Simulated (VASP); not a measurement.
Wanted: the native input for a VASP 6.6.1 run.

```yaml
Task: electric field gradients
Functional: PBE
Potentials_or_basis: VASP PAW PBE potentials, release 64 (Ru_pv)
Cutoff: 520 eV
k_mesh: 18 × 18 × 10
Occupations: gaussian, width 0.05 eV
Spin: no spin polarisation
Dipole_correction: no
Further_INCAR_settings: ALGO = Fast; EDIFF = 1e-08; NBANDS = 21
```

The structure of Ru lies in POSCAR:

```
Ru
1.0
    2.7058000000      0.0000000000      0.0000000000
   -1.3529000000      2.3432915376      0.0000000000
    0.0000000000      0.0000000000      4.2819000000
Ru
2
Direct
    0.3333333333      0.6666666667      0.2500000000
    0.6666666667      0.3333333333      0.7500000000
```

One way to write it, as run:

INCAR

```
SYSTEM = Ru
PREC = Accurate
ENCUT = 520
EDIFF = 1E-8
ISMEAR = 0
SIGMA = 0.05
LREAL = .False.
LASPH = .True.
NELM = 60
ALGO = Fast
ISIF = 2
LWAVE = .False.
LCHARG = .False.
GGA = PE
LEFG = .True.
NBANDS = 21
```

KPOINTS

```
Automatic mesh
0
Gamma
  18 18 10
  0 0 0
```

Potentials or basis: VASP PAW PBE potentials, release 64 (Ru_pv).

The run is started by

```bash
$ cat potpaw_PBE.64/Ru_pv/POTCAR > POTCAR
$ mpirun -np 1 vasp_std > vasp.out
```

Results of the run:

| Property | Result |
| --- | --- |
| Pressure | 4.4 GPa |
| Band gap on the k mesh | zero (band 14 reaches 14.33 eV, above the bottom of band 15 at 11.20 eV) |

Caveat: without QUAD_EFG the Cq values of the log hold for a quadrupole moment of 1 mb, not for the nuclei.

Wall time 48 s on 1 thread of Intel(R) Xeon(R) 6975P-C (Granite Rapids), with other jobs on the host, peak memory 0.2 GiB.
